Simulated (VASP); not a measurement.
# Ti3Al5 (P4/mmm) in VASP: single point with r2SCAN

Aim: the single point of Ti3Al5 with r2SCAN.

All numbers are computed with VASP 6.6.1; they aren't measurements. Logs are shortened: lines on timing, memory, paths and dates and some standing lists are left out, and cuts for length are marked.

**1. The cell of the first run**

It takes space group P4/mmm (No. 123, tetragonal). The conventional cell has a = 3.895 Å, b = 3.895 Å, c = 8.326 Å, α = 90.00°, β = 90.00°, γ = 90.00°. Within 3.6 Å of Ti (site symmetry 4/mmm) lie 4 Ti at 2.75 Å and 8 Al at 2.85 Å. Ti (site symmetry 4/mmm) has 12 Al at 2.75 to 2.85 Å within 3.6 Å. Ti (site symmetry 4/mmm) has 4 Ti at 2.75 Å and 8 Al at 2.85 Å within 3.6 Å. Al (site symmetry 2mm) has 6 Al at 2.75 to 2.85 Å and 6 Ti at 2.85 Å within 3.6 Å. Al (site symmetry 4/mmm) has 4 Ti at 2.75 Å and 8 Al at 2.85 Å within 3.6 Å.

**2. Single point, r2SCAN**

File POSCAR:

```
Ti3Al5
1.0
    3.8953831800      0.0000000000      0.0000000000
    0.0000000000      3.8953831800      0.0000000000
    0.0000000000      0.0000000000      8.3260242100
Ti Al
3 5
Direct
    0.0000000000      0.0000000000      0.5000000000
    0.5000000000      0.5000000000      0.0000000000
    0.5000000000      0.5000000000      0.5000000000
    0.0000000000      0.5000000000      0.2504879700
    0.0000000000      0.5000000000      0.7495120300
    0.5000000000      0.0000000000      0.2504879700
    0.5000000000      0.0000000000      0.7495120300
    0.0000000000      0.0000000000      0.0000000000
```

File INCAR.step1:

```
PREC = Accurate
ENCUT = 520
ISMEAR = 0
SIGMA = 0.1
LREAL = False
LASPH = True
NELM = 60
NBANDS = 36
GGA = PE
ALGO = Normal
EDIFF = 1E-4
LWAVE = True
LCHARG = False
```

File INCAR.step2:

```
PREC = Accurate
ENCUT = 520
EDIFF = 1E-6
ISMEAR = 0
SIGMA = 0.1
LREAL = False
LASPH = True
NELM = 60
ALGO = Normal
ISIF = 2
LWAVE = False
LCHARG = True
METAGGA = R2SCAN
LMIXTAU = True
LELF = True
LVHAR = True
NBANDS = 36
ISTART = 1
```

File KPOINTS:

```
Automatic mesh
0
Gamma
  6 6 2
```

Potentials or basis: VASP PAW PBE potentials, release 64 (Ti_sv, Al).

Launch:

```sh
> cat potpaw_PBE.64/Ti_sv/POTCAR potpaw_PBE.64/Al/POTCAR > POTCAR
> cp INCAR.step1 INCAR
> mpirun -np 1 vasp_std > vasp.out
> cp INCAR.step2 INCAR
> mpirun -np 1 vasp_std > vasp.out
```

OUTCAR:

```text
PREC = Accurate
   ENCUT = 520
   EDIFF = 1E-6
   ISMEAR = 0
   LREAL = False
   LASPH = True
   NELM = 60
   ISIF = 2
   METAGGA = R2SCAN
   ISTART = 1

 ion  position               nearest neighbor table
   1  0.000  0.000  0.500-   3 2.75   3 2.75   3 2.75   3 2.75   7 2.85   4 2.85   4 2.85   5 2.85
                             5 2.85   6 2.85   7 2.85   6 2.85
   2  0.500  0.500  0.000-   8 2.75   8 2.75   8 2.75   8 2.75   4 2.85   6 2.85   7 2.85   5 2.85
                             4 2.85   5 2.85   6 2.85   7 2.85
   3  0.500  0.500  0.500-   1 2.75   1 2.75   1 2.75   1 2.75   7 2.85   4 2.85   6 2.85   7 2.85
                             5 2.85   4 2.85   5 2.85   6 2.85
   4  0.000  0.500  0.250-   6 2.75   6 2.75   6 2.75   6 2.75   3 2.85   3 2.85   1 2.85   1 2.85
                             2 2.85   2 2.85   8 2.85   8 2.85
   5  0.000  0.500  0.750-   7 2.75   7 2.75   7 2.75   7 2.75   3 2.85   3 2.85   1 2.85   1 2.85
                             2 2.85   2 2.85   8 2.85   8 2.85
   6  0.500  0.000  0.250-   4 2.75   4 2.75   4 2.75   4 2.75   3 2.85   1 2.85   1 2.85   3 2.85
                             2 2.85   2 2.85   8 2.85   8 2.85
   7  0.500  0.000  0.750-   5 2.75   5 2.75   5 2.75   5 2.75   3 2.85   1 2.85   1 2.85   3 2.85
                             2 2.85   2 2.85   8 2.85   8 2.85
   8  0.000  0.000  0.000-   2 2.75   2 2.75   2 2.75   2 2.75   7 2.85   4 2.85   4 2.85   5 2.85
                             5 2.85   6 2.85   7 2.85   6 2.85

  LATTYP: Found a simple tetragonal cell.
 ALAT       =     3.8953831800
 C/A-ratio  =     2.1374082665

  Lattice vectors:

 A1 = (   3.8953831800,   0.0000000000,   0.0000000000)
 A2 = (   0.0000000000,   3.8953831800,   0.0000000000)
 A3 = (   0.0000000000,   0.0000000000,   8.3260242100)

Analysis of symmetry for initial positions (statically):
=====================================================================
 Subroutine PRICEL returns:
 Original cell was already a primitive cell.

 Routine SETGRP: Setting up the symmetry group for a
 simple tetragonal supercell.

 Subroutine GETGRP returns: Found 16 space group operations
 (whereof 16 operations were pure point group operations)
 out of a pool of 16 trial point group operations.

The static configuration has the point symmetry D_4h.

Analysis of symmetry for dynamics (positions and initial velocities):
=====================================================================
 Subroutine PRICEL returns:
 Original cell was already a primitive cell.

 Routine SETGRP: Setting up the symmetry group for a
 simple tetragonal supercell.

 Subroutine GETGRP returns: Found 16 space group operations
 (whereof 16 operations were pure point group operations)
 out of a pool of 16 trial point group operations.

The dynamic configuration has the point symmetry D_4h.

 Subroutine INISYM returns: Found 16 space group operations
 (whereof 16 operations are pure point group operations),
 and found     1 'primitive' translations

----------------------------------------------------------------------------------------

                                     Primitive cell

  volume of cell :     126.3392

  direct lattice vectors                    reciprocal lattice vectors
     3.895383180  0.000000000  0.000000000     0.256714155  0.000000000  0.000000000
     0.000000000  3.895383180  0.000000000     0.000000000  0.256714155  0.000000000
     0.000000000  0.000000000  8.326024210     0.000000000  0.000000000  0.120105344

  length of vectors
     3.895383180  3.895383180  8.326024210     0.256714155  0.256714155  0.120105344

  position of ions in fractional coordinates (direct lattice)
     0.000000000  0.000000000  0.500000000
     0.500000000  0.500000000  0.000000000
     0.500000000  0.500000000  0.500000000
     0.000000000  0.500000000  0.250487970
     0.000000000  0.500000000  0.749512030
     0.500000000  0.000000000  0.250487970
     0.500000000  0.000000000  0.749512030
     0.000000000  0.000000000  0.000000000

  ion indices of the primitive-cell ions
   primitive index   ion index
                 1           1
                 2           2
                 3           3
                 4           4
                 5           5
                 6           6
                 7           7
                 8           8

----------------------------------------------------------------------------------------

 KPOINTS: Automatic mesh

Automatic generation of k-mesh.
 Grid dimensions read from file:
 generate k-points for:    6    6    2

 Generating k-lattice:

  Cartesian coordinates                     Fractional coordinates (reciprocal lattice)
     0.042785692  0.000000000  0.000000000     0.166666667  0.000000000  0.000000000
     0.000000000  0.042785692  0.000000000     0.000000000  0.166666667  0.000000000
     0.000000000  0.000000000  0.060052672     0.000000000  0.000000000  0.500000000

  Length of vectors
     0.042785692  0.042785692  0.060052672

  Shift w.r.t. Gamma in fractional coordinates (k-lattice)
     0.000000000  0.000000000  0.000000000

 Subroutine IBZKPT returns following result:
 ===========================================

 Found     20 irreducible k-points:

 Following reciprocal coordinates:
            Coordinates               Weight
  0.000000  0.000000  0.000000      1.000000
  0.166667  0.000000  0.000000      4.000000
  0.333333  0.000000  0.000000      4.000000
  0.500000  0.000000  0.000000      2.000000
  0.166667  0.166667  0.000000      4.000000
  0.333333  0.166667  0.000000      8.000000
[... 12 lines left out ...]
  0.500000  0.333333  0.500000      4.000000
  0.500000  0.500000  0.500000      1.000000
   k-points           NKPTS =     20   k-points in BZ     NKDIM =     20   number of bands    NBANDS=     36
   number of dos      NEDOS =    301   number of ions     NIONS =      8
   total plane-waves  NPLWV =  57600
   dimension x,y,z NGX =    30 NGY =   30 NGZ =   64
   dimension x,y,z NGXF=    60 NGYF=   60 NGZF=  128
   ions per type =               3   5
   NGX,Y,Z   is equivalent  to a cutoff of  12.80, 12.80, 12.78 a.u.
   NGXF,Y,Z  is equivalent  to a cutoff of  25.61, 25.61, 25.56 a.u.
 SYSTEM =  unknown system
   PREC   = accura    normal or accurate (medium, high low for compatibility)
   ISTART =      1    job   : 0-new  1-cont  2-samecut
   ICHARG =      0    charge: 1-file 2-atom 10-const
   ISPIN  =      1    spin polarized calculation?
   LNONCOLLINEAR =      F non collinear calculations
   LSORBIT =      F    spin-orbit coupling
   LASPH  =      T    aspherical Exc in radial PAW
   ENCUT  =  520.0 eV  38.22 Ry    6.18 a.u.   7.24  7.24 15.48*2*pi/ulx,y,z
   NELM   =     60;   NELMIN=  2; NELMDL=  0     # of ELM steps
   EDIFF  = 0.1E-05   stopping-criterion for ELM
   LREAL  =      F    real-space projection
   EDIFFG = 0.1E-04   stopping-criterion for IOM
   NSW    =      0    number of steps for IOM
   IBRION =     -1    ionic relax: 0-MD 1-quasi-New 2-CG
   NFREE  =      0    steps in history (QN), initial steepest desc. (CG)
   ISIF   =      2    stress and relaxation
   ISYM   =      2    0-nonsym 1-usesym 2-fastsym
   POTIM  = 0.5000    time-step for ionic-motion
   TEBEG  =    0.0;   TEEND  =   0.0 temperature during run
   PSTRESS=    0.0 pullay stress
   NELECT =      51.0000    total number of electrons
   NUPDOWN=      -1.0000    fix difference up-down
   EMIN   =  10.00;   EMAX   =-10.00  energy-range for DOS
   EFERMI =   0.00;   METHOD = LEGACY
   ISMEAR =     0;   SIGMA  =   0.10  broadening in eV -4-tet -1-fermi 0-gaus
   EFERMI_NEDOS =   21; number of points for ismear=-14 and -15
   IALGO  =     38    algorithm
   IMIX   =      4    mixing-type and parameters
     AMIX     =   0.40;   BMIX     =  1.00
     AMIX_MAG =   1.60;   BMIX_MAG =  1.00
  volume/ion in A,a.u.               =      15.79       106.57
  Fermi-wavevector in a.u.,A,eV,Ry     =   1.209908  2.286394 19.917248  1.463876
  Thomas-Fermi vector in A             =   2.345471
   LORBIT       =      0    0 simple, 1 ext, 2 COOP (PROOUT), +10 PAW based schemes
   METAGGA = R2SCAN    functional components
   LHFCALC =     F    Hartree Fock is set to
   AEXX    =    0.0000 exact exchange contribution
   IVDW    =     0    specifies the selected vdW correction
   LEPSILON=     F    determine dielectric tensor
   LRPA    =     F    only Hartree local field effects (RPA)
 non-spin polarized calculation
 Gauss-broadening in eV      SIGMA  =   0.10
  energy-cutoff  :      520.00
  volume of cell :      126.34
 maximum number of plane-waves:      3428
 NGX is ok and might be reduce to    30
   NGX = 15   NGY = 15   NGZ = 31

 number of electron      50.9999991 magnetization

 Free energy of the ion-electron system (eV)
  ---------------------------------------------------
  ext. energy  EPLUGINS =         0.00000000
  ---------------------------------------------------
  free energy    TOTEN  =       -76.01845521 eV

  energy without entropy =      -75.98895008  energy(sigma->0) =      -76.00370264

 E-fermi :   8.5306     XC(G=0): -11.7404

 val. band max:        8.4745172966   @ k =   0.0000   0.0000   0.5000
 cond. band min:       8.5307577431   @ k =   0.5000   0.0000   0.5000
 fundamental gap:      0.0562404465
 Fermi energy:         8.5306215625

 k-point     1 :       0.0000    0.0000    0.0000
  band No.  band energies     occupation
      1     -50.5057      2.00000
      2     -50.3661      2.00000
      3     -50.0317      2.00000
      4     -25.7700      2.00000
      5     -25.7522      2.00000
      6     -25.7522      2.00000
[... 28 lines left out ...]
     35      11.3053      0.00000
     36      12.5430      0.00000

 k-point     2 :       0.1667    0.0000    0.0000
  band No.  band energies     occupation
      1     -50.5054      2.00000
      2     -50.3611      2.00000
      3     -50.0364      2.00000
      4     -25.7690      2.00000
      5     -25.7583      2.00000
      6     -25.7517      2.00000
[... 28 lines left out ...]
     35      11.7424      0.00000
     36      12.2415      0.00000
[... 661 lines left out ...]
     35      11.2025      0.00000
     36      11.8013      0.00000

 k-point    20 :       0.5000    0.5000    0.5000
  band No.  band energies     occupation
      1     -50.5036      2.00000
      2     -50.3441      2.00000
      3     -50.0504      2.00000
      4     -25.7752      2.00000
      5     -25.7752      2.00000
      6     -25.7733      2.00000
[... 28 lines left out ...]
     35      11.4746      0.00000
     36      11.4746      0.00000

------------------------ aborting loop because EDIFF is reached ----------------------------------------

  FORCE on cell =-STRESS in cart. coord.  units (eV):
  Direction    XX          YY          ZZ          XY          YZ          ZX
  --------------------------------------------------------------------------------------
  -------------------------------------------------------------------------------------
  Total        0.1734423      0.1734423      0.1447487      0.0000000     -0.0000000      0.0000000
  in kB        2.1995178      2.1995178      1.8356387      0.0000000     -0.0000000      0.0000000
  external PRESSURE =       2.0782248 kB  Pullay stress =       0.0000000 kB

 VOLUME and BASIS-vectors are now :
 -----------------------------------------------------------------------------
  energy-cutoff  :      520.00
  volume of cell :      126.34
      direct lattice vectors                 reciprocal lattice vectors
     3.895383180  0.000000000  0.000000000     0.256714155  0.000000000  0.000000000
     0.000000000  3.895383180  0.000000000     0.000000000  0.256714155  0.000000000
     0.000000000  0.000000000  8.326024210     0.000000000  0.000000000  0.120105344

 POSITION                                       TOTAL-FORCE (eV/Angst)
 -----------------------------------------------------------------------------------
      0.00000      0.00000      4.16301        -0.000000     -0.000000      0.000000
      1.94769      1.94769      0.00000        -0.000000     -0.000000      0.000000
      1.94769      1.94769      4.16301        -0.000000     -0.000000      0.000000
      0.00000      1.94769      2.08557        -0.000000      0.000000      0.006686
      0.00000      1.94769      6.24046        -0.000000      0.000000     -0.006686
      1.94769      0.00000      2.08557         0.000000     -0.000000      0.006686
      1.94769      0.00000      6.24046        -0.000000     -0.000000     -0.006686
      0.00000      0.00000      0.00000        -0.000000     -0.000000      0.000000
 -----------------------------------------------------------------------------------
    total drift:                                0.000000      0.000000      0.000000

  FREE ENERGIE OF THE ION-ELECTRON SYSTEM (eV)
  ---------------------------------------------------
  free  energy   TOTEN  =       -76.0184552074 eV

  energy  without entropy=      -75.9889500802  energy(sigma->0) =      -76.00370264
```

Run time: 4.6 min. Hardware: 1 thread of Intel Xeon Platinum 8375C at 2.90GHz (Ice Lake), shared host; peak memory 0.28 GiB.

Results:

```
Free energy            : -76.0185 eV
Pressure               : 0.2 GPa
Largest force          : 0.007 eV/Å
Band gap on the k mesh : zero (an odd number of electrons rules out a gap without spin polarisation)
```

Forces in eV/Å, atoms in the order of the input:
```
Ti   0.000  0.000  0.000
Ti   0.000  0.000  0.000
Ti   0.000  0.000  0.000
Al   0.000  0.000  0.007
Al   0.000  0.000 -0.007
Al   0.000  0.000  0.007
Al   0.000  0.000 -0.007
Al   0.000  0.000  0.000
```

Caveat: the k points lie up to 0.38 Å⁻¹ apart, too coarse for converged energies and pressures of a metal; the PAW data sets were made with another functional, which shifts forces and pressure a little.
